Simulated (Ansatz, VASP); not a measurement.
## BaTiO3: VASP beside Ansatz

```xyz
5
Lattice="3.9998 0.0000 0.0000 0.0000 3.9998 0.0000 0.0000 0.0000 4.0180" Properties=species:S:1:pos:R:3 pbc="T T T"
Ba    0.0000    0.0000    0.0000
Ti    1.9999    1.9999    1.9688
O     0.0000    1.9999    2.0773
O     1.9999    0.0000    2.0773
O     1.9999    1.9999    0.0763
```

Alike in both runs: task relaxation of cell and atoms; functional r2SCAN; k mesh 7 × 7 × 7; occupations fermi-dirac, width 0.05 eV; no spin polarisation.

|  | VASP | Ansatz |
| --- | --- | --- |
| version | VASP 6.6.1 | Ansatz 0.2.0 |
| potentials or method | VASP PAW PBE potentials, release 64 (Ba_sv, Ti_sv, O) | Ansatz PAW |
| plane-wave cutoff (eV) | 600 | 500 |
| valence electrons in the cell | 40 | 40 |

VASP gave:

| Quantity | Value |
| --- | --- |
| gap on the k mesh at the Fermi level, each at its own relaxed structure (eV) | 2.29 |
| relaxed volume (Å³/atom) | 13.09 |
| relaxed cell length with the largest relative difference (Å) | 3.987 |

Question: What did Ansatz give for the same quantities?

Answer: gap on the k mesh at the Fermi level, each at its own relaxed structure (eV): 2.33; relaxed volume (Å³/atom): 12.98; relaxed cell length with the largest relative difference (Å): 3.972.

VASP's potentials were made for PBE, not for r2SCAN.

Neither program's run includes spin-orbit coupling. Noted on Ansatz's run: odd divisions of the mesh miss points on the zone boundary, where band edges often lie, so the gap on the mesh can be too wide; the plane-wave basis is chosen anew once the cell has moved, so the energies of steps on either side of that aren't comparable.
